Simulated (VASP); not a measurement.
A run of VASP 6.6.1:

The input POSCAR:

```
Yb
1.0
    0.0000000000      4.3613411483      4.3613411483
    4.3613411483      0.0000000000      4.3613411483
    4.3613411483      4.3613411483      0.0000000000
Yb
2
Direct
    0.1250000000      0.1250000000      0.1250000000
    0.8750000000      0.8750000000      0.8750000000
```

The input INCAR.step1:

```
SYSTEM = Yb
ALGO = Normal
EDIFF = 1E-4
ENCUT = 520
GGA = PE
ISMEAR = -1
LASPH = .TRUE.
LCHARG = .FALSE.
LREAL = .FALSE.
LWAVE = .TRUE.
NBANDS = 31
NELM = 80
PREC = Accurate
SIGMA = 0.1
```

INCAR.step2

```
SYSTEM = Yb
ALGO = Normal
EDIFF = 1E-7
ENCUT = 520
ISIF = 2
ISMEAR = -1
ISTART = 1
LASPH = .TRUE.
LCHARG = .FALSE.
LMIXTAU = .TRUE.
LREAL = .FALSE.
LWAVE = .FALSE.
METAGGA = R2SCAN
NBANDS = 31
NELM = 80
PREC = Accurate
SIGMA = 0.1
```

The input KPOINTS:

```
k-points
0
G
  7 7 7
  0 0 0
```

Potentials or basis: VASP PAW PBE potentials, release 64 (Yb).

Command:

```bash
$ cat potpaw_PBE.64/Yb/POTCAR > POTCAR
$ cp INCAR.step1 INCAR
$ mpirun -np 1 vasp_std > vasp.out
$ cp INCAR.step2 INCAR
$ mpirun -np 1 vasp_std > vasp.out
```

Hardware: 1 thread of AMD EPYC 9R45 96-Core Processor (Zen 5) (shared host).

Task: How long does it take, and how much memory?

Result: Run time: 15 min on 1 thread of AMD EPYC 9R45 96-Core Processor (Zen 5), on a shared host, peak memory 0.39 GiB. Counts: k points 20.
